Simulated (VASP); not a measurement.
# W3S in VASP: notebook

W3S is run at these levels: PBE; tasks: single point.

All numbers are computed with VASP 6.6.1; they aren't measurements. Logs are shortened: lines on timing, memory, paths and dates and some standing lists are left out, and cuts for length are marked.

### 1 The cell of the first run

The cell holds a slab with vacuum, 4 atoms: a = 2.855 Å, b = 2.855 Å, c = 19.445 Å, α = 90.00°, β = 90.00°, γ = 90.00°.

### 2 Single point, PBE

The input, INCAR:

```
PREC = Accurate
ENCUT = 520
EDIFF = 1E-7
ISMEAR = 0
SIGMA = 0.1
LREAL = F
LASPH = T
NELM = 100
ALGO = Normal
ISIF = 2
LWAVE = F
LCHARG = F
LDIPOL = T
IDIPOL = 3
DIPOL = 0.5 0.5 0.358
GGA = PE
NBANDS = 32
```

The input, KPOINTS:

```
regular mesh
0
Gamma
  9 9 1
```

The input, POSCAR:

```
W3S
1.0
    2.8547213223      0.0000000000      0.0000000000
    0.0000000000      2.8547213223      0.0000000000
    0.0000000000      0.0000000000     19.4446428902
W S
3 1
Direct
    0.5000000000      0.5000000000      0.2057121863
    0.0000000000      0.0000000000      0.3071173012
    0.5000000000      0.5000000000      0.4085774645
    0.5000000000      0.8333333333      0.5116458385
```

Potentials or basis: VASP PAW PBE potentials, release 64 (W_sv, S).

The run is started by

```
$ cat potpaw_PBE.64/W_sv/POTCAR potpaw_PBE.64/S/POTCAR > POTCAR
$ mpirun -np 1 vasp_std > vasp.out
```

OUTCAR:

```text
PREC = Accurate
   ENCUT = 520
   EDIFF = 1E-7
   ISMEAR = 0
   LREAL = F
   LASPH = T
   NELM = 100
   ISIF = 2
   GGA = PE

 ion  position               nearest neighbor table
   1  0.500  0.500  0.206-   2 2.82   2 2.82   2 2.82   2 2.82
   2  0.000  0.000  0.307-   1 2.82   1 2.82   1 2.82   1 2.82   3 2.82   3 2.82   3 2.82   3 2.82

   3  0.500  0.500  0.409-   4 2.22   4 2.76   2 2.82   2 2.82   2 2.82   2 2.82
   4  0.500  0.833  0.512-   3 2.22   3 2.76

  LATTYP: Found a simple tetragonal cell.
 ALAT       =     2.8547213223
 C/A-ratio  =     6.8113979247

  Lattice vectors:

 A1 = (   2.8547213223,   0.0000000000,   0.0000000000)
 A2 = (   0.0000000000,   2.8547213223,   0.0000000000)
 A3 = (   0.0000000000,   0.0000000000,  19.4446428902)

Analysis of symmetry for initial positions (statically):
=====================================================================
 Subroutine PRICEL returns:
 Original cell was already a primitive cell.

 Routine SETGRP: Setting up the symmetry group for a
 simple tetragonal supercell.

 Subroutine GETGRP returns: Found  2 space group operations
 (whereof  2 operations were pure point group operations)
 out of a pool of 16 trial point group operations.

The static configuration has the point symmetry C_1h.

Analysis of symmetry for dynamics (positions and initial velocities):
=====================================================================
 Subroutine PRICEL returns:
 Original cell was already a primitive cell.

 Routine SETGRP: Setting up the symmetry group for a
 simple tetragonal supercell.

 Subroutine GETGRP returns: Found  2 space group operations
 (whereof  2 operations were pure point group operations)
 out of a pool of 16 trial point group operations.

The dynamic configuration has the point symmetry C_1h.

 Subroutine INISYM returns: Found  2 space group operations
 (whereof  2 operations are pure point group operations),
 and found     1 'primitive' translations

----------------------------------------------------------------------------------------

                                     Primitive cell

  volume of cell :     158.4628

  direct lattice vectors                    reciprocal lattice vectors
     2.854721322  0.000000000  0.000000000     0.350296890  0.000000000  0.000000000
     0.000000000  2.854721322  0.000000000     0.000000000  0.350296890  0.000000000
     0.000000000  0.000000000 19.444642890     0.000000000  0.000000000  0.051428047

  length of vectors
     2.854721322  2.854721322 19.444642890     0.350296890  0.350296890  0.051428047

[... 92 lines left out ...]
   TEBEG  =    0.0;   TEEND  =   0.0 temperature during run
   PSTRESS=    0.0 pullay stress
   NELECT =      48.0000    total number of electrons
   NUPDOWN=      -1.0000    fix difference up-down
   EMIN   =  10.00;   EMAX   =-10.00  energy-range for DOS
   EFERMI =   0.00;   METHOD = LEGACY
   ISMEAR =     0;   SIGMA  =   0.10  broadening in eV -4-tet -1-fermi 0-gaus
   EFERMI_NEDOS =   21; number of points for ismear=-14 and -15
   IALGO  =     38    algorithm
   IMIX   =      4    mixing-type and parameters
     AMIX     =   0.40;   BMIX     =  1.00
     AMIX_MAG =   1.60;   BMIX_MAG =  1.00
  volume/ion in A,a.u.               =      39.62       267.34
  Fermi-wavevector in a.u.,A,eV,Ry     =   1.099460  2.077678 16.446890  1.208812
  Thomas-Fermi vector in A             =   2.235855
   LORBIT       =      0    0 simple, 1 ext, 2 COOP (PROOUT), +10 PAW based schemes
   GGA     = PE    functional components
   LHFCALC =     F    Hartree Fock is set to
   AEXX    =    0.0000 exact exchange contribution
   IVDW    =     0    specifies the selected vdW correction
   LEPSILON=     F    determine dielectric tensor
   LRPA    =     F    only Hartree local field effects (RPA)
 non-spin polarized calculation
 Gauss-broadening in eV      SIGMA  =   0.10
  energy-cutoff  :      520.00
  volume of cell :      158.46
 maximum number of plane-waves:      4297
 NGX is ok and might be reduce to    24
   NGX = 11   NGY = 11   NGZ = 73

 dipolmoment           0.000000      0.000000     -0.001969 electrons x Angstroem

 number of electron      47.9999995 magnetization

 dipolmoment           0.000000      0.000000      0.012321 electrons x Angstroem

 Free energy of the ion-electron system (eV)
  ---------------------------------------------------
  ext. energy  EPLUGINS =         0.00000000
  ---------------------------------------------------
  free energy    TOTEN  =       -39.78153877 eV

  energy without entropy =      -39.76065405  energy(sigma->0) =      -39.77109641

 E-fermi :   1.4321     XC(G=0):  -6.2153

 val. band max:        1.4313869271   @ k =   0.2222   0.1111   0.0000
 cond. band min:       1.4830529295   @ k =  -0.2222   0.3333   0.0000
 fundamental gap:      0.0516660024
 Fermi energy:         1.4321034944

 k-point     1 :       0.0000    0.0000    0.0000
  band No.  band energies     occupation
      1     -72.6111      2.00000
      2     -72.4190      2.00000
      3     -72.1772      2.00000
      4     -37.1331      2.00000
      5     -36.8383      2.00000
      6     -36.5759      2.00000
[... 829 lines left out ...]
     31       6.1984      0.00000
     32       6.8079      0.00000

 [... further k-points ...]

------------------------ aborting loop because EDIFF is reached ----------------------------------------

 vacuum level on the upper side and lower side of the slab       (xc-potential included)         0.026        -0.290

  FORCE on cell =-STRESS in cart. coord.  units (eV):
  Direction    XX          YY          ZZ          XY          YZ          ZX
  --------------------------------------------------------------------------------------
  -------------------------------------------------------------------------------------
  Total       -2.1808269     -1.1560702     -0.2825157      0.0000000      2.7043071      0.0000000
  in kB      -22.0497851    -11.6887312     -2.8564445      0.0000000     27.3425604      0.0000000
  external PRESSURE =     -12.1983203 kB  Pullay stress =       0.0000000 kB

 VOLUME and BASIS-vectors are now :
 -----------------------------------------------------------------------------
  energy-cutoff  :      520.00
  volume of cell :      158.46
      direct lattice vectors                 reciprocal lattice vectors
     2.854721322  0.000000000  0.000000000     0.350296890  0.000000000  0.000000000
     0.000000000  2.854721322  0.000000000     0.000000000  0.350296890  0.000000000
     0.000000000  0.000000000 19.444642890     0.000000000  0.000000000  0.051428047

 POSITION                                       TOTAL-FORCE (eV/Angst)
 -----------------------------------------------------------------------------------
      1.42736      1.42736      4.00000         0.000000     -0.043946     -0.004539
      0.00000      0.00000      5.97179         0.000000     -0.352395      0.116540
      1.42736      1.42736      7.94464         0.000000     -0.519652     -0.097751
      1.42736      2.37893      9.94877         0.000000      0.915994     -0.014250
 -----------------------------------------------------------------------------------
    total drift:                                0.000000      0.000029      0.000164

  FREE ENERGIE OF THE ION-ELECTRON SYSTEM (eV)
  ---------------------------------------------------
  free  energy   TOTEN  =       -39.7815387676 eV

  energy  without entropy=      -39.7606540517  energy(sigma->0) =      -39.77109641

 vacuum level on the upper side and lower side of the slab         6.105         5.786
```

Wall time 1.8 min (1 thread of Intel Xeon 6975P-C (Granite Rapids), shared host); peak memory 0.33 GiB.

Results:

```
Free energy            : -39.7815 eV
Largest force          : 0.916 eV/Å
Band gap on the k mesh : zero (band 24 reaches 2.73 eV, above the bottom of band 25 at 1.25 eV)
```

Forces in eV/Å, atoms in the order of the input:
```
W    0.000 -0.044 -0.005
W    0.000 -0.352  0.117
W    0.000 -0.520 -0.098
S    0.000  0.916 -0.014
```

Levels at points of the mesh, in eV from the Fermi level:
| k point | band 20 | band 21 | band 22 | band 23 | band 24 | band 25 | band 26 | band 27 | band 28 | band 29 |
| --- | --- | --- | --- | --- | --- | --- | --- | --- | --- | --- |
| (0.00, 0.00, 0.00) | -1.42 | -0.85 | -0.81 | -0.48 | 0.26 | 0.37 | 1.20 | 1.68 | 2.19 | 2.26 |

Caveat: spin-orbit coupling is left out, which moves the levels of the heavy elements.

### 3 Single point, PBE

The input, INCAR:

```
  ALGO = Normal
  DIPOL = 0.5 0.5 0.360
  EDIFF = 1E-6
  ENCUT = 520
  GGA = PE
  IDIPOL = 3
  ISIF = 2
  ISMEAR = 0
  LASPH = True
  LCHARG = False
  LDIPOL = True
  LREAL = False
  LWAVE = False
  NBANDS = 32
  NELM = 80
  PREC = Accurate
  SIGMA = 0.1
```

The input, KPOINTS:

```
k-points
0
Gamma
  9 9 1
```

Edit POSCAR of step 2 so:

```diff
@@ -11,2 +11,2 @@
     0.5000000000      0.5000000000      0.4085774645
-    0.5000000000      0.8333333333      0.5116458385
+    0.5000000000      0.6666666667      0.5197501692
```

Potentials or basis: VASP PAW PBE potentials, release 64 (W_sv, S).

The run is started by

```
$ cat potpaw_PBE.64/W_sv/POTCAR potpaw_PBE.64/S/POTCAR > POTCAR
$ mpirun -np 1 vasp_std > vasp.out
```

OUTCAR:

```text
EDIFF = 1E-6
   ENCUT = 520
   GGA = PE
   ISIF = 2
   ISMEAR = 0
   LASPH = True
   LREAL = False
   NELM = 80
   PREC = Accurate

 ion  position               nearest neighbor table
   1  0.500  0.500  0.206-   2 2.82   2 2.82   2 2.82   2 2.82
   2  0.000  0.000  0.307-   1 2.82   1 2.82   1 2.82   1 2.82   3 2.82   3 2.82   3 2.82   3 2.82

   3  0.500  0.500  0.409-   4 2.21   2 2.82   2 2.82   2 2.82   2 2.82
   4  0.500  0.667  0.520-   3 2.21

  LATTYP: Found a simple tetragonal cell.
 ALAT       =     2.8547213223
 C/A-ratio  =     6.8113979247

  Lattice vectors:

 A1 = (   2.8547213223,   0.0000000000,   0.0000000000)
 A2 = (   0.0000000000,   2.8547213223,   0.0000000000)
 A3 = (   0.0000000000,   0.0000000000,  19.4446428902)

Analysis of symmetry for initial positions (statically):
=====================================================================
 Subroutine PRICEL returns:
 Original cell was already a primitive cell.

 Routine SETGRP: Setting up the symmetry group for a
 simple tetragonal supercell.

 Subroutine GETGRP returns: Found  2 space group operations
 (whereof  2 operations were pure point group operations)
 out of a pool of 16 trial point group operations.

The static configuration has the point symmetry C_1h.

Analysis of symmetry for dynamics (positions and initial velocities):
=====================================================================
 Subroutine PRICEL returns:
 Original cell was already a primitive cell.

 Routine SETGRP: Setting up the symmetry group for a
 simple tetragonal supercell.

 Subroutine GETGRP returns: Found  2 space group operations
 (whereof  2 operations were pure point group operations)
 out of a pool of 16 trial point group operations.

The dynamic configuration has the point symmetry C_1h.

[... 124 lines left out ...]
  Thomas-Fermi vector in A             =   2.235855
   LORBIT       =      0    0 simple, 1 ext, 2 COOP (PROOUT), +10 PAW based schemes
   GGA     = PE    functional components
   LHFCALC =     F    Hartree Fock is set to
   AEXX    =    0.0000 exact exchange contribution
   IVDW    =     0    specifies the selected vdW correction
   LEPSILON=     F    determine dielectric tensor
   LRPA    =     F    only Hartree local field effects (RPA)
 non-spin polarized calculation
 Gauss-broadening in eV      SIGMA  =   0.10
  energy-cutoff  :      520.00
  volume of cell :      158.46
 maximum number of plane-waves:      4297
 NGX is ok and might be reduce to    24
   NGX = 11   NGY = 11   NGZ = 73

 dipolmoment           0.000000      0.000000     -0.001665 electrons x Angstroem

 number of electron      47.9999995 magnetization

 dipolmoment           0.000000      0.000000      0.014314 electrons x Angstroem

 Free energy of the ion-electron system (eV)
  ---------------------------------------------------
  ext. energy  EPLUGINS =         0.00000000
  ---------------------------------------------------
  free energy    TOTEN  =       -39.53264645 eV

  energy without entropy =      -39.51373724  energy(sigma->0) =      -39.52319184

 E-fermi :   1.3888     XC(G=0):  -6.2725

 val. band max:        1.3530658418   @ k =  -0.1111   0.4444   0.0000
 cond. band min:       1.3934731989   @ k =   0.1111   0.1111   0.0000
 fundamental gap:      0.0404073571
 Fermi energy:         1.3887718230

 k-point     1 :       0.0000    0.0000    0.0000
  band No.  band energies     occupation
      1     -72.6152      2.00000
      2     -72.4366      2.00000
      3     -72.2002      2.00000
      4     -37.1396      2.00000
      5     -36.8498      2.00000
      6     -36.5858      2.00000
[... 829 lines left out ...]
     31       6.2154      0.00000
     32       6.5081      0.00000

 [... further k-points ...]

------------------------ aborting loop because EDIFF is reached ----------------------------------------

 vacuum level on the upper side and lower side of the slab       (xc-potential included)        -0.048        -0.345

  FORCE on cell =-STRESS in cart. coord.  units (eV):
  Direction    XX          YY          ZZ          XY          YZ          ZX
  --------------------------------------------------------------------------------------
  -------------------------------------------------------------------------------------
  Total       -2.6062738     -2.0551624     -0.4624461      0.0000000      0.6541753      0.0000000
  in kB      -26.3513704    -20.7792237     -4.6756749      0.0000000      6.6141995      0.0000000
  external PRESSURE =     -17.2687563 kB  Pullay stress =       0.0000000 kB

 VOLUME and BASIS-vectors are now :
 -----------------------------------------------------------------------------
  energy-cutoff  :      520.00
  volume of cell :      158.46
      direct lattice vectors                 reciprocal lattice vectors
     2.854721322  0.000000000  0.000000000     0.350296890  0.000000000  0.000000000
     0.000000000  2.854721322  0.000000000     0.000000000  0.350296890  0.000000000
     0.000000000  0.000000000 19.444642890     0.000000000  0.000000000  0.051428047

 POSITION                                       TOTAL-FORCE (eV/Angst)
 -----------------------------------------------------------------------------------
      1.42736      1.42736      4.00000         0.000000      0.061046      0.134437
      0.00000      0.00000      5.97179         0.000000     -0.196493     -0.069251
      1.42736      1.42736      7.94464         0.000000     -0.099195     -0.051770
      1.42736      1.90315     10.10636         0.000000      0.234642     -0.013415
 -----------------------------------------------------------------------------------
    total drift:                                0.000000     -0.000031      0.000346

  FREE ENERGIE OF THE ION-ELECTRON SYSTEM (eV)
  ---------------------------------------------------
  free  energy   TOTEN  =       -39.5326464457 eV

  energy  without entropy=      -39.5137372360  energy(sigma->0) =      -39.52319184

 vacuum level on the upper side and lower side of the slab         6.134         5.785
```

OSZICAR:

```text
N       E                     dE             d eps       ncg     rms          rms(c)
DAV:   1     0.521601042224E+03    0.52160E+03   -0.29143E+04  1896   0.142E+03
DAV:   2    -0.188583350422E+02   -0.54046E+03   -0.52594E+03  1864   0.427E+02
DAV:   3    -0.415297942468E+02   -0.22671E+02   -0.21606E+02  2040   0.868E+01
[... 20 lines left out ...]
DAV:  24    -0.395326301872E+02   -0.14080E-04   -0.12611E-06  1360   0.775E-03    0.370E-03
DAV:  25    -0.395326372545E+02   -0.70673E-05   -0.41377E-07  1224   0.450E-03    0.346E-03
DAV:  26    -0.395326437735E+02   -0.65191E-05   -0.54214E-07  1184   0.472E-03    0.149E-03
DAV:  27    -0.395326458417E+02   -0.20682E-05   -0.14884E-07  1112   0.248E-03    0.254E-03
DAV:  28    -0.395326464457E+02   -0.60402E-06   -0.10135E-07  1008   0.246E-03
   1 F= -.39532646E+02 E0= -.39523192E+02  d E =-.189092E-01
```

It took 1.8 min on 1 thread of Intel Xeon 6975P-C (Granite Rapids), shared host; peak memory 0.33 GiB.

What came out:

```yaml
Free_energy: -39.5326 eV
Largest_force: 0.235 eV/Å
Band_gap_on_the_k_mesh: zero (band 24 reaches 2.94 eV, above the bottom of band 25 at 1.23 eV)
```

Forces on the atoms (eV/Å):
```
W    0.000  0.061  0.134
W    0.000 -0.196 -0.069
W    0.000 -0.099 -0.052
S    0.000  0.235 -0.013
```

Caveat: spin-orbit coupling is left out, which moves the levels of the heavy elements.

### 4 Single point, PBE

The input, INCAR:

```
SYSTEM = W3S
ALGO = Normal
DIPOL = 0.5 0.5 0.354
EDIFF = 1E-6
ENCUT = 520
GGA = PE
IDIPOL = 3
ISIF = 2
ISMEAR = 0
LASPH = .True.
LCHARG = .False.
LDIPOL = .True.
LREAL = .False.
LWAVE = .False.
NBANDS = 32
NELM = 60
PREC = Accurate
SIGMA = 0.1
```

The input, KPOINTS:

```
k-points
0
Gamma
  9 9 1
  0 0 0
```

Edit POSCAR of step 3 so:

```diff
@@ -11,2 +11,2 @@
     0.5000000000      0.5000000000      0.4085774645
-    0.5000000000      0.6666666667      0.5197501692
+    0.8333333333      1.0000000000      0.4927895733
```

The run is started by

```
$ cat potpaw_PBE.64/W_sv/POTCAR potpaw_PBE.64/S/POTCAR > POTCAR
$ mpirun -np 1 vasp_std > vasp.out
```

Wall time 1.8 min (1 thread of Intel Xeon 6975P-C (Granite Rapids), shared host); peak memory 0.33 GiB.

The run converged. Its results:

| Property | Result |
| --- | --- |
| Free energy | -40.0323 eV |
| Largest force | 0.420 eV/Å |
| Band gap on the k mesh | zero (band 24 reaches 2.14 eV, above the bottom of band 25 at 1.19 eV) |

Forces on the atoms (eV/Å):
```
W   -0.034  0.000 -0.304
W   -0.282  0.000 -0.102
W   -0.103  0.000  0.381
S    0.419  0.000  0.025
```

Levels at points of the mesh, in eV from the Fermi level:
```
           k point  band 22  band 23  band 24  band 25  band 26  band 27
(0.00, 0.00, 0.00)    -0.93    -0.42     0.25     0.27     1.03     1.78
```

Caveat: spin-orbit coupling is left out, which moves the levels of the heavy elements.

### 5 Single point, PBE

The input, INCAR:

```
PREC = Accurate
ENCUT = 520
EDIFF = 1E-6
ISMEAR = 0
SIGMA = 0.1
LREAL = False
LASPH = True
NELM = 60
ALGO = Normal
ISIF = 2
LWAVE = False
LCHARG = False
LDIPOL = True
IDIPOL = 3
DIPOL = 0.5 0.5 0.356
GGA = PE
NBANDS = 32
```

The input, KPOINTS:

```
regular mesh
0
Gamma
  9 9 1
```

Edit POSCAR of step 4 so:

```diff
@@ -11,2 +11,2 @@
     0.5000000000      0.5000000000      0.4085774645
-    0.8333333333      1.0000000000      0.4927895733
+    0.6666666667      1.0000000000      0.5020591001
```

The run is started by

```
$ cat potpaw_PBE.64/W_sv/POTCAR potpaw_PBE.64/S/POTCAR > POTCAR
$ mpirun -np 1 vasp_std > vasp.out
```

It took 1.8 min on 1 thread of Intel Xeon 6975P-C (Granite Rapids), shared host; peak memory 0.33 GiB.

Results (log left out):

```yaml
Free_energy: -40.1003 eV
Largest_force: 0.426 eV/Å
Band_gap_on_the_k_mesh: zero (band 24 reaches 2.23 eV, above the bottom of band 25 at 1.14 eV)
```

Forces in eV/Å, atoms in the order of the input:
```
W   -0.018  0.000 -0.159
W   -0.214  0.000  0.057
W    0.415  0.000  0.100
S   -0.182  0.000  0.003
```

Levels at points of the mesh, in eV from the Fermi level:
```
           k point  band 22  band 23  band 24  band 25  band 26  band 27
(0.00, 0.00, 0.00)    -0.88    -0.36     0.31     0.36     1.37     1.68
```

Caveat: spin-orbit coupling is left out, which moves the levels of the heavy elements.
